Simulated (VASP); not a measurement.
# PbF2 (Fm-3m) in VASP: single point with PBE

Aim: the single point of PbF2 with PBE.

All numbers are computed with VASP 6.6.1; they aren't measurements. Logs are shortened: lines on timing, memory, paths and dates and some standing lists are left out, and cuts for length are marked.

## 1. The cell of the first run

It takes space group Fm-3m (No. 225, cubic). Conventional cell: a = 6.000 Å, b = 6.000 Å, c = 6.000 Å, α = 90.00°, β = 90.00°, γ = 90.00°. Pb (site symmetry m-3m) has 8 F at 2.60 Å within 3.4 Å. Within 3.4 Å of F (site symmetry -43m) lie 4 Pb at 2.60 Å and 6 F at 3.00 Å.

## 2. Single point, PBE

File INCAR:

```
SYSTEM = PbF2
ALGO = Normal
EDIFF = 1E-6
ENCUT = 520
GGA = PE
ISIF = 2
ISMEAR = 0
LASPH = .TRUE.
LCHARG = .FALSE.
LREAL = .FALSE.
LWAVE = .FALSE.
NBANDS = 21
NELM = 80
PREC = Accurate
SIGMA = 0.02
```

File KPOINTS:

```
k-points
0
G
  8 8 8
  0 0 0
```

File POSCAR:

```
PbF2
1.0
    0.0000000000      3.0000716021      3.0000716021
    3.0000716021      0.0000000000      3.0000716021
    3.0000716021      3.0000716021      0.0000000000
Pb F
1 2
Direct
    0.0000000000      0.0000000000      0.0000000000
    0.2500000000      0.2500000000      0.2500000000
    0.7500000000      0.7500000000      0.7500000000
```

Potentials or basis: VASP PAW PBE potentials, release 64 (Pb_d, F).

On the command line:

```console
cat potpaw_PBE.64/Pb_d/POTCAR potpaw_PBE.64/F/POTCAR > POTCAR
mpirun -np 1 vasp_std > vasp.out
```

OUTCAR:

```text
SYSTEM = PbF2
   EDIFF = 1E-6
   ENCUT = 520
   GGA = PE
   ISIF = 2
   ISMEAR = 0
   LASPH = .TRUE.
   LREAL = .FALSE.
   NELM = 80
   PREC = Accurate

 ion  position               nearest neighbor table
   1  0.000  0.000  0.000-   3 2.60   3 2.60   3 2.60   2 2.60   2 2.60   2 2.60   3 2.60   2 2.60

   2  0.250  0.250  0.250-   1 2.60   1 2.60   1 2.60   1 2.60
   3  0.750  0.750  0.750-   1 2.60   1 2.60   1 2.60   1 2.60

  LATTYP: Found a face centered cubic cell.
 ALAT       =     6.0001432042

  Lattice vectors:

 A1 = (   0.0000000000,   3.0000716021,   3.0000716021)
 A2 = (   3.0000716021,   0.0000000000,   3.0000716021)
 A3 = (   3.0000716021,   3.0000716021,   0.0000000000)

Analysis of symmetry for initial positions (statically):
=====================================================================
 Subroutine PRICEL returns:
 Original cell was already a primitive cell.

 Routine SETGRP: Setting up the symmetry group for a
 face centered cubic supercell.

 Subroutine GETGRP returns: Found 48 space group operations
 (whereof 48 operations were pure point group operations)
 out of a pool of 48 trial point group operations.

The static configuration has the point symmetry O_h .

Analysis of symmetry for dynamics (positions and initial velocities):
=====================================================================
 Subroutine PRICEL returns:
 Original cell was already a primitive cell.

 Routine SETGRP: Setting up the symmetry group for a
 face centered cubic supercell.

 Subroutine GETGRP returns: Found 48 space group operations
 (whereof 48 operations were pure point group operations)
 out of a pool of 48 trial point group operations.

The dynamic configuration has the point symmetry O_h .

 Subroutine INISYM returns: Found 48 space group operations
 (whereof 48 operations are pure point group operations),
 and found     1 'primitive' translations

----------------------------------------------------------------------------------------

                                     Primitive cell

  volume of cell :      54.0039

  direct lattice vectors                    reciprocal lattice vectors
     0.000000000  3.000071602  3.000071602    -0.166662689  0.166662689  0.166662689
     3.000071602  0.000000000  3.000071602     0.166662689 -0.166662689  0.166662689
     3.000071602  3.000071602  0.000000000     0.166662689  0.166662689 -0.166662689

  length of vectors
     4.242741948  4.242741948  4.242741948     0.288668245  0.288668245  0.288668245

  position of ions in fractional coordinates (direct lattice)
     0.000000000  0.000000000  0.000000000
     0.250000000  0.250000000  0.250000000
     0.750000000  0.750000000  0.750000000

  ion indices of the primitive-cell ions
   primitive index   ion index
                 1           1
                 2           2
                 3           3

----------------------------------------------------------------------------------------

 KPOINTS: k-points

Automatic generation of k-mesh.
 Grid dimensions read from file:
 generate k-points for:    8    8    8

 Generating k-lattice:

  Cartesian coordinates                     Fractional coordinates (reciprocal lattice)
    -0.020832836  0.020832836  0.020832836     0.125000000  0.000000000  0.000000000
     0.020832836 -0.020832836  0.020832836     0.000000000  0.125000000  0.000000000
     0.020832836  0.020832836 -0.020832836     0.000000000  0.000000000  0.125000000

  Length of vectors
     0.036083531  0.036083531  0.036083531

  Shift w.r.t. Gamma in fractional coordinates (k-lattice)
     0.000000000  0.000000000  0.000000000

 Subroutine IBZKPT returns following result:
 ===========================================

 Found     29 irreducible k-points:

 Following reciprocal coordinates:
            Coordinates               Weight
  0.000000  0.000000  0.000000      1.000000
  0.125000  0.000000  0.000000      8.000000
  0.250000  0.000000  0.000000      8.000000
  0.375000  0.000000  0.000000      8.000000
  0.500000  0.000000  0.000000      4.000000
  0.125000  0.125000  0.000000      6.000000
[... 16 lines left out ...]
  0.500000  0.250000  0.125000     48.000000
 -0.375000  0.250000  0.125000     24.000000
 [... further k-points ...]
   k-points           NKPTS =     29   k-points in BZ     NKDIM =     29   number of bands    NBANDS=     21
   number of dos      NEDOS =    301   number of ions     NIONS =      3
   total plane-waves  NPLWV =  32768
   dimension x,y,z NGX =    32 NGY =   32 NGZ =   32
   dimension x,y,z NGXF=    64 NGYF=   64 NGZF=   64
   ions per type =               1   2
   NGX,Y,Z   is equivalent  to a cutoff of  12.54, 12.54, 12.54 a.u.
   NGXF,Y,Z  is equivalent  to a cutoff of  25.08, 25.08, 25.08 a.u.
 SYSTEM =  PbF2
   PREC   = accura    normal or accurate (medium, high low for compatibility)
   ISTART =      0    job   : 0-new  1-cont  2-samecut
   ICHARG =      2    charge: 1-file 2-atom 10-const
   ISPIN  =      1    spin polarized calculation?
   LNONCOLLINEAR =      F non collinear calculations
   LSORBIT =      F    spin-orbit coupling
   LASPH  =      T    aspherical Exc in radial PAW
   ENCUT  =  520.0 eV  38.22 Ry    6.18 a.u.   7.89  7.89  7.89*2*pi/ulx,y,z
   NELM   =     80;   NELMIN=  2; NELMDL= -5     # of ELM steps
   EDIFF  = 0.1E-05   stopping-criterion for ELM
   LREAL  =      F    real-space projection
   EDIFFG = 0.1E-04   stopping-criterion for IOM
   NSW    =      0    number of steps for IOM
   IBRION =     -1    ionic relax: 0-MD 1-quasi-New 2-CG
   NFREE  =      0    steps in history (QN), initial steepest desc. (CG)
   ISIF   =      2    stress and relaxation
   ISYM   =      2    0-nonsym 1-usesym 2-fastsym
   POTIM  = 0.5000    time-step for ionic-motion
   TEBEG  =    0.0;   TEEND  =   0.0 temperature during run
   PSTRESS=    0.0 pullay stress
   NELECT =      28.0000    total number of electrons
   NUPDOWN=      -1.0000    fix difference up-down
   EMIN   =  10.00;   EMAX   =-10.00  energy-range for DOS
   EFERMI =   0.00;   METHOD = LEGACY
   ISMEAR =     0;   SIGMA  =   0.02  broadening in eV -4-tet -1-fermi 0-gaus
   EFERMI_NEDOS =   21; number of points for ismear=-14 and -15
   IALGO  =     38    algorithm
   IMIX   =      4    mixing-type and parameters
     AMIX     =   0.40;   BMIX     =  1.00
     AMIX_MAG =   1.60;   BMIX_MAG =  1.00
  volume/ion in A,a.u.               =      18.00       121.48
  Fermi-wavevector in a.u.,A,eV,Ry     =   1.315182  2.485334 23.534051  1.729704
  Thomas-Fermi vector in A             =   2.445383
   LORBIT       =      0    0 simple, 1 ext, 2 COOP (PROOUT), +10 PAW based schemes
   GGA     = PE    functional components
   LHFCALC =     F    Hartree Fock is set to
   AEXX    =    0.0000 exact exchange contribution
   IVDW    =     0    specifies the selected vdW correction
   LEPSILON=     F    determine dielectric tensor
   LRPA    =     F    only Hartree local field effects (RPA)
 non-spin polarized calculation
 Gauss-broadening in eV      SIGMA  =   0.02
  energy-cutoff  :      520.00
  volume of cell :       54.00
 maximum number of plane-waves:      1475
   NGX = 15   NGY = 15   NGZ = 15

 number of electron      28.0000030 magnetization

 Free energy of the ion-electron system (eV)
  ---------------------------------------------------
  ext. energy  EPLUGINS =         0.00000000
  ---------------------------------------------------
  free energy    TOTEN  =       -14.35098426 eV

  energy without entropy =      -14.35098426  energy(sigma->0) =      -14.35098426

 E-fermi :   1.6465     XC(G=0):  -9.2249

 val. band max:        1.4484079012   @ k =  -0.2500   0.5000   0.2500
 cond. band min:       5.8669807226   @ k =   0.5000   0.5000   0.0000
 fundamental gap:      4.4185728214
 Fermi energy:         1.6465411807

 k-point     1 :       0.0000    0.0000    0.0000
  band No.  band energies     occupation
      1     -19.3577      2.00000
      2     -18.7996      2.00000
      3     -12.9531      2.00000
      4     -12.9531      2.00000
      5     -12.9531      2.00000
      6     -12.9110      2.00000
[... 13 lines left out ...]
     20      16.5178      0.00000
     21      18.7078      0.00000

 k-point     2 :       0.1250    0.0000    0.0000
  band No.  band energies     occupation
      1     -19.3308      2.00000
      2     -18.8234      2.00000
      3     -12.9479      2.00000
      4     -12.9479      2.00000
      5     -12.9258      2.00000
      6     -12.9108      2.00000
[... 13 lines left out ...]
     20      16.0975      0.00000
     21      18.1861      0.00000

 k-point     3 :       0.2500    0.0000    0.0000
  band No.  band energies     occupation
      1     -19.2595      2.00000
      2     -18.8872      2.00000
      3     -12.9408      2.00000
      4     -12.9408      2.00000
      5     -12.9049      2.00000
      6     -12.9049      2.00000
[... 13 lines left out ...]
     20      15.5355      0.00000
     21      16.9663      0.00000

 k-point     4 :       0.3750    0.0000    0.0000
  band No.  band energies     occupation
      1     -19.1681      2.00000
      2     -18.9690      2.00000
      3     -12.9410      2.00000
      4     -12.9410      2.00000
      5     -12.8914      2.00000
      6     -12.8914      2.00000
[... 13 lines left out ...]
     20      15.2178      0.00000
     21      15.9149      0.00000

 k-point     5 :       0.5000    0.0000    0.0000
  band No.  band energies     occupation
      1     -19.0984      2.00000
      2     -19.0344      2.00000
      3     -12.9422      2.00000
      4     -12.9422      2.00000
      5     -12.8847      2.00000
      6     -12.8847      2.00000
[... 13 lines left out ...]
     20      15.1270      0.00000
     21      15.4843      0.00000

 k-point     6 :       0.1250    0.1250    0.0000
  band No.  band energies     occupation
      1     -19.3221      2.00000
      2     -18.8309      2.00000
      3     -12.9425      2.00000
      4     -12.9425      2.00000
      5     -12.9226      2.00000
      6     -12.9149      2.00000
[... 13 lines left out ...]
     20      16.6662      0.00000
     21      18.1333      0.00000

 k-point     7 :       0.2500    0.1250    0.0000
  band No.  band energies     occupation
      1     -19.2673      2.00000
      2     -18.8795      2.00000
      3     -12.9331      2.00000
      4     -12.9331      2.00000
      5     -12.9149      2.00000
      6     -12.9023      2.00000
[... 13 lines left out ...]
     20      16.3727      0.00000
     21      17.6898      0.00000
[... 291 lines left out ...]
      1     -19.0769      2.00000
      2     -19.0417      2.00000
      3     -12.9315      2.00000
      4     -12.8996      2.00000
      5     -12.8887      2.00000
      6     -12.8427      2.00000
[... 13 lines left out ...]
     20      16.7361      0.00000
     21      18.0624      0.00000

 k-point    21 :       0.5000    0.5000    0.0000
  band No.  band energies     occupation
      1     -19.1069      2.00000
      2     -19.0085      2.00000
      3     -12.9409      2.00000
      4     -12.8901      2.00000
      5     -12.8789      2.00000
      6     -12.8789      2.00000
[... 13 lines left out ...]
     20      18.1473      0.00000
     21      18.6444      0.00000

 k-point    22 :       0.3750    0.2500    0.1250
  band No.  band energies     occupation
      1     -19.2096      2.00000
      2     -18.9290      2.00000
      3     -12.9270      2.00000
      4     -12.9198      2.00000
      5     -12.9141      2.00000
      6     -12.8879      2.00000
[... 13 lines left out ...]
     20      16.5549      0.00000
     21      17.4008      0.00000

 k-point    23 :       0.5000    0.2500    0.1250
  band No.  band energies     occupation
      1     -19.1369      2.00000
      2     -18.9924      2.00000
      3     -12.9276      2.00000
      4     -12.9188      2.00000
      5     -12.8974      2.00000
      6     -12.8675      2.00000
[... 13 lines left out ...]
     20      17.1016      0.00000
     21      17.6837      0.00000

 k-point    24 :      -0.3750    0.2500    0.1250
  band No.  band energies     occupation
      1     -19.0784      2.00000
      2     -19.0464      2.00000
      3     -12.9277      2.00000
      4     -12.9205      2.00000
      5     -12.8874      2.00000
      6     -12.8595      2.00000
[... 13 lines left out ...]
     20      17.2911      0.00000
     21      17.8334      0.00000

 [... further k-points ...]

------------------------ aborting loop because EDIFF is reached ----------------------------------------

  FORCE on cell =-STRESS in cart. coord.  units (eV):
  Direction    XX          YY          ZZ          XY          YZ          ZX
  --------------------------------------------------------------------------------------
  -------------------------------------------------------------------------------------
  Total       -0.0623592     -0.0623592     -0.0623592      0.0000000     -0.0000000     -0.0000000
  in kB       -1.8500632     -1.8500632     -1.8500632      0.0000000     -0.0000000     -0.0000000
  external PRESSURE =      -1.8500632 kB  Pullay stress =       0.0000000 kB

 VOLUME and BASIS-vectors are now :
 -----------------------------------------------------------------------------
  energy-cutoff  :      520.00
  volume of cell :       54.00
      direct lattice vectors                 reciprocal lattice vectors
     0.000000000  3.000071602  3.000071602    -0.166662689  0.166662689  0.166662689
     3.000071602  0.000000000  3.000071602     0.166662689 -0.166662689  0.166662689
     3.000071602  3.000071602  0.000000000     0.166662689  0.166662689 -0.166662689

 POSITION                                       TOTAL-FORCE (eV/Angst)
 -----------------------------------------------------------------------------------
      0.00000      0.00000      0.00000        -0.000000     -0.000000     -0.000000
      1.50004      1.50004      1.50004         0.000000      0.000000      0.000000
      4.50011      4.50011      4.50011        -0.000000     -0.000000     -0.000000
 -----------------------------------------------------------------------------------
    total drift:                                0.000000     -0.000000      0.000000

  FREE ENERGIE OF THE ION-ELECTRON SYSTEM (eV)
  ---------------------------------------------------
  free  energy   TOTEN  =       -14.3509842564 eV

  energy  without entropy=      -14.3509842564  energy(sigma->0) =      -14.35098426
```

It took 16 s on 1 thread of AMD EPYC 9R45 (Zen 5), shared host; peak memory 0.15 GiB.

Results:

```
Free energy            : -14.3510 eV
Pressure               : -0.2 GPa
Band gap on the k mesh : 4.42 eV, indirect (least direct gap 4.56 eV)
```

Caveat: spin-orbit coupling is left out, which moves the levels of the heavy elements. A k mesh can miss the band edges.
